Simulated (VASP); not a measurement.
# WS2 (R3m) in VASP: a series of runs

Runs on WS2. Level: PBE+D3(BJ). Tasks: single point.

Everything below comes from runs of VASP 6.6.1. Logs are shortened: lines on timing, memory, paths and dates and some standing lists are left out, and cuts for length are marked.

### Step 1. The cell of the first run

It takes space group R3m (No. 160, trigonal). Conventional cell: a = 3.157 Å, b = 3.157 Å, c = 19.858 Å, α = 90.00°, β = 90.00°, γ = 120.00°. W (site symmetry 3m) has 6 S at 2.51 Å and 6 W at 3.16 Å within 3.3 Å. S (site symmetry 3m) has 3 W at 2.51 Å and 6 S at 3.16 Å within 3.3 Å. Within 3.3 Å of S (site symmetry 3m) lie 3 W at 2.51 Å and 6 S at 3.16 Å.

### Step 2. Single point, PBE+D3(BJ)

INCAR reads:

```
PREC = Accurate
ENCUT = 520
EDIFF = 1E-7
ISMEAR = 0
SIGMA = 0.05
LREAL = False
LASPH = True
NELM = 100
ALGO = Normal
ISIF = 2
LWAVE = False
LCHARG = False
GGA = PE
IVDW = 12
NBANDS = 20
```

KPOINTS reads:

```
Automatic mesh
0
Gamma
  12 12 12
```

POSCAR reads:

```
WS2
1.0
    1.5785988138      0.9114044501      6.6193666667
   -1.5785988138      0.9114044501      6.6193666667
    0.0000000000     -1.8228089002      6.6193666667
W S
1 2
Direct
    0.9993440419      0.9993440419      0.9993440419
    0.7527816504      0.7527816504      0.7527816504
    0.5791743077      0.5791743077      0.5791743077
```

Potentials or basis: VASP PAW PBE potentials, release 64 (W_sv, S).

The run is started by

```bash
$ cat potpaw_PBE.64/W_sv/POTCAR potpaw_PBE.64/S/POTCAR > POTCAR
$ mpirun -np 1 vasp_std > vasp.out
```

OUTCAR:

```text
PREC = Accurate
   ENCUT = 520
   EDIFF = 1E-7
   ISMEAR = 0
   LREAL = False
   LASPH = True
   NELM = 100
   ISIF = 2
   GGA = PE
   IVDW = 12
 IVDW          = 12

 ion  position               nearest neighbor table
   1  0.999  0.999  0.999-   2 2.51   2 2.51   2 2.51   3 2.51   3 2.51   3 2.51
   2  0.753  0.753  0.753-   1 2.51   1 2.51   1 2.51
   3  0.579  0.579  0.579-   1 2.51   1 2.51   1 2.51

  LATTYP: Found a trigonal (rhomboedric) cell.
 ALAT       =     6.8657590516
 COS(alpha) =     0.8942704403

  Lattice vectors:

 A1 = (   1.5785988138,   0.9114044501,   6.6193666667)
 A2 = (  -1.5785988138,   0.9114044501,   6.6193666667)
 A3 = (   0.0000000000,  -1.8228089002,   6.6193666667)

Analysis of symmetry for initial positions (statically):
=====================================================================
 Subroutine PRICEL returns:
 Original cell was already a primitive cell.

 Routine SETGRP: Setting up the symmetry group for a
 trigonal (rhombohedral) supercell.

 Subroutine GETGRP returns: Found  6 space group operations
 (whereof  6 operations were pure point group operations)
 out of a pool of 12 trial point group operations.

The static configuration has the point symmetry C_3v.

Analysis of symmetry for dynamics (positions and initial velocities):
=====================================================================
 Subroutine PRICEL returns:
 Original cell was already a primitive cell.

 Routine SETGRP: Setting up the symmetry group for a
 trigonal (rhombohedral) supercell.

 Subroutine GETGRP returns: Found  6 space group operations
 (whereof  6 operations were pure point group operations)
 out of a pool of 12 trial point group operations.

The dynamic configuration has the point symmetry C_3v.

 Subroutine INISYM returns: Found  6 space group operations
 (whereof  6 operations are pure point group operations),
 and found     1 'primitive' translations

----------------------------------------------------------------------------------------

                                     Primitive cell

  volume of cell :      57.1414

  direct lattice vectors                    reciprocal lattice vectors
     1.578598814  0.911404450  6.619366667     0.316736587  0.182867954  0.050357285
    -1.578598814  0.911404450  6.619366667    -0.316736587  0.182867954  0.050357285
     0.000000000 -1.822808900  6.619366667     0.000000000 -0.365735907  0.050357285

  length of vectors
     6.865759052  6.865759052  6.865759052     0.369186416  0.369186416  0.369186416

  position of ions in fractional coordinates (direct lattice)
[... 82 lines left out ...]
   LREAL  =      F    real-space projection
   EDIFFG = 0.1E-05   stopping-criterion for IOM
   NSW    =      0    number of steps for IOM
   IBRION =     -1    ionic relax: 0-MD 1-quasi-New 2-CG
   NFREE  =      0    steps in history (QN), initial steepest desc. (CG)
   ISIF   =      2    stress and relaxation
   ISYM   =      2    0-nonsym 1-usesym 2-fastsym
   POTIM  = 0.5000    time-step for ionic-motion
   TEBEG  =    0.0;   TEEND  =   0.0 temperature during run
   PSTRESS=    0.0 pullay stress
   NELECT =      26.0000    total number of electrons
   NUPDOWN=      -1.0000    fix difference up-down
   EMIN   =  10.00;   EMAX   =-10.00  energy-range for DOS
   EFERMI =   0.00;   METHOD = LEGACY
   ISMEAR =     0;   SIGMA  =   0.05  broadening in eV -4-tet -1-fermi 0-gaus
   EFERMI_NEDOS =   21; number of points for ismear=-14 and -15
   IALGO  =     38    algorithm
   IMIX   =      4    mixing-type and parameters
     AMIX     =   0.40;   BMIX     =  1.00
     AMIX_MAG =   1.60;   BMIX_MAG =  1.00
  volume/ion in A,a.u.               =      19.05       128.54
  Fermi-wavevector in a.u.,A,eV,Ry     =   1.259164  2.379476 21.571966  1.585495
  Thomas-Fermi vector in A             =   2.392738
   LORBIT       =      0    0 simple, 1 ext, 2 COOP (PROOUT), +10 PAW based schemes
   GGA     = PE    functional components
   LHFCALC =     F    Hartree Fock is set to
   AEXX    =    0.0000 exact exchange contribution
   IVDW    =    12    specifies the selected vdW correction
   LEPSILON=     F    determine dielectric tensor
   LRPA    =     F    only Hartree local field effects (RPA)
 non-spin polarized calculation
 Gauss-broadening in eV      SIGMA  =   0.05
  energy-cutoff  :      520.00
  volume of cell :       57.14
 maximum number of plane-waves:      1556
 NGX is ok and might be reduce to    54
   NGX = 25   NGY = 25   NGZ = 25

 number of electron      26.0000001 magnetization

 Free energy of the ion-electron system (eV)
  ---------------------------------------------------
  ext. energy  EPLUGINS =         0.00000000
  ---------------------------------------------------
  free energy    TOTEN  =       -23.29612435 eV

  energy without entropy =      -23.29612435  energy(sigma->0) =      -23.29612435

 E-fermi :   6.4465     XC(G=0): -10.6350

 val. band max:        6.0698231645   @ k =  -0.1667   0.5000   0.1667
 cond. band min:       7.1876311325   @ k =  -0.1667   0.1667   0.0000
 fundamental gap:      1.1178079680
 Fermi energy:         6.4464965099

 k-point     1 :       0.0000    0.0000    0.0000
  band No.  band energies     occupation
      1     -68.1537      2.00000
      2     -32.3499      2.00000
      3     -32.1414      2.00000
      4     -32.1414      2.00000
      5      -8.4011      2.00000
      6      -7.0084      2.00000
[... 541 lines left out ...]
     19      14.0739      0.00000
     20      14.9790      0.00000

 [... further k-points ...]

------------------------ aborting loop because EDIFF is reached ----------------------------------------

 Edisp (eV)   -1.18852

 E8    (eV) :    -0.4993

  FORCE on cell =-STRESS in cart. coord.  units (eV):
  Direction    XX          YY          ZZ          XY          YZ          ZX
  --------------------------------------------------------------------------------------
  -------------------------------------------------------------------------------------
  Total      -2.69768    -2.69768    -8.82431     0.00000     0.00000    -0.00000
  in kB     -75.63989   -75.63989  -247.42346     0.00000     0.00000    -0.00000
  external pressure =     -132.90 kB  Pullay stress =        0.00 kB

 VOLUME and BASIS-vectors are now :
 -----------------------------------------------------------------------------
  energy-cutoff  :      520.00
  volume of cell :       57.14
      direct lattice vectors                 reciprocal lattice vectors
     1.578598814  0.911404450  6.619366667     0.316736587  0.182867954  0.050357285
    -1.578598814  0.911404450  6.619366667    -0.316736587  0.182867954  0.050357285
     0.000000000 -1.822808900  6.619366667     0.000000000 -0.365735907  0.050357285

 POSITION                                       TOTAL-FORCE (eV/Angst)
 -----------------------------------------------------------------------------------
      0.00000      0.00000     19.84507         0.000000     -0.000000     -0.002398
      0.00000      0.00000     14.94881         0.000000      0.000000     -2.367495
      0.00000      0.00000     11.50130         0.000000     -0.000000      2.369893
 -----------------------------------------------------------------------------------
    total drift:                               -0.000000     -0.000000      0.000178

  FREE ENERGIE OF THE ION-ELECTRON SYSTEM (eV)
  ---------------------------------------------------
  free  energy   TOTEN  =       -24.4846479498 eV

  energy  without entropy=      -24.4846479498  energy(sigma->0) =      -24.48464795
```

stdout:

```text
POSCAR found type information on POSCAR W S
 POSCAR found :  2 types and       3 ions
 scaLAPACK will be used
 LDA part: xc-table for (Slater+PW92), standard interpolation
 POSCAR, INCAR and KPOINTS ok, starting setup
 FFT: planning ... GRIDC
 FFT: planning ... GRID_SOFT
 FFT: planning ... GRID
 WAVECAR not read
 entering main loop
```

It took 9.9 min on 1 thread of AMD EPYC 9R45 (Zen 5), shared host; peak memory 0.46 GiB.

What came out:

```yaml
Free_energy: -24.4846 eV
Pressure: -13.3 GPa
Largest_force: 2.370 eV/Å
Band_gap_on_the_k_mesh: 1.12 eV (least direct gap 1.93 eV)
Dispersion_energy_per_atom: -0.396 eV
```

Forces in eV/Å, atoms in the order of the input:
```
W    0.000  0.000 -0.002
S    0.000  0.000 -2.367
S    0.000  0.000  2.370
```

Stress tensor (GPa, compression positive):
```
 -7.56   0.00   0.00
  0.00  -7.56   0.00
  0.00   0.00 -24.74
```

Caveat: the stress differs along the axes, from -25 to -8 GPa; spin-orbit coupling is left out, which moves the levels of the heavy elements; forces of over 1 eV/Å act on the atoms, so gaps and moduli don't describe the material at rest. Expect the measured gap to be larger: semilocal functionals such as PBE lack the derivative discontinuity.

### Step 3. Single point, PBE+D3(BJ)

This run uses another cell than the first one, of 19.09 Å³/atom.

INCAR reads:

```
PREC = Accurate
ENCUT = 520
EDIFF = 1E-7
ISMEAR = 0
SIGMA = 0.05
LREAL = F
LASPH = T
NELM = 100
ALGO = Normal
ISIF = 2
LWAVE = F
LCHARG = T
GGA = PE
IVDW = 12
LELF = T
LVHAR = T
NBANDS = 20
```

KPOINTS is that of step 2.

POSCAR reads:

```
WS2
1.0
    1.5470500000      0.8931897339      6.9092666667
   -1.5470500000      0.8931897339      6.9092666667
    0.0000000000     -1.7863794679      6.9092666667
W S
1 2
Direct
    0.9993440419      0.9993440419      0.9993440419
    0.7527816504      0.7527816504      0.7527816504
    0.5791743077      0.5791743077      0.5791743077
```

Potentials or basis: VASP PAW PBE potentials, release 64 (W_sv, S).

The run is started by

```bash
$ cat potpaw_PBE.64/W_sv/POTCAR potpaw_PBE.64/S/POTCAR > POTCAR
$ mpirun -np 1 vasp_std > vasp.out
```

Run time: 11 min. Hardware: 1 thread of AMD EPYC 9R45 (Zen 5), shared host; peak memory 0.46 GiB.

The run converged. Its results:

```yaml
Free_energy: -24.1289 eV
Pressure: -13.5 GPa
Largest_force: 3.021 eV/Å
Band_gap_on_the_k_mesh: 0.88 eV (least direct gap 1.56 eV)
Dispersion_energy_per_atom: -0.395 eV
```

Forces on the atoms (eV/Å):
```
W    0.000  0.000 -0.004
S    0.000  0.000 -3.017
S    0.000  0.000  3.021
```

Stress tensor (GPa, compression positive):
```
 -3.94   0.00   0.00
  0.00  -3.94   0.00
  0.00   0.00 -32.63
```

Levels at points of the mesh, in eV from the valence-band top:
| k point | band 10 | band 11 | band 12 | band 13 | band 14 | band 15 | band 16 | band 17 |
| --- | --- | --- | --- | --- | --- | --- | --- | --- |
| (0.00, 0.00, 0.00) | -1.65 | -1.49 | -0.49 | -0.49 | 2.67 | 2.67 | 2.98 | 2.98 |
| (0.50, 0.00, 0.00) | -2.55 | -2.41 | -1.22 | -0.44 | 2.68 | 3.41 | 3.75 | 3.80 |
| (0.50, 0.50, 0.00) | -2.91 | -2.37 | -1.04 | -0.57 | 2.90 | 3.40 | 3.41 | 4.04 |
| (0.50, 0.50, 0.50) | -1.66 | -0.57 | -0.47 | -0.47 | 2.60 | 2.60 | 3.03 | 3.03 |

Caveat: the stress differs along the axes, from -33 to -4 GPa; spin-orbit coupling is left out, which moves the levels of the heavy elements; forces of over 1 eV/Å act on the atoms, so gaps and moduli don't describe the material at rest.

[end of part 1 of 2]
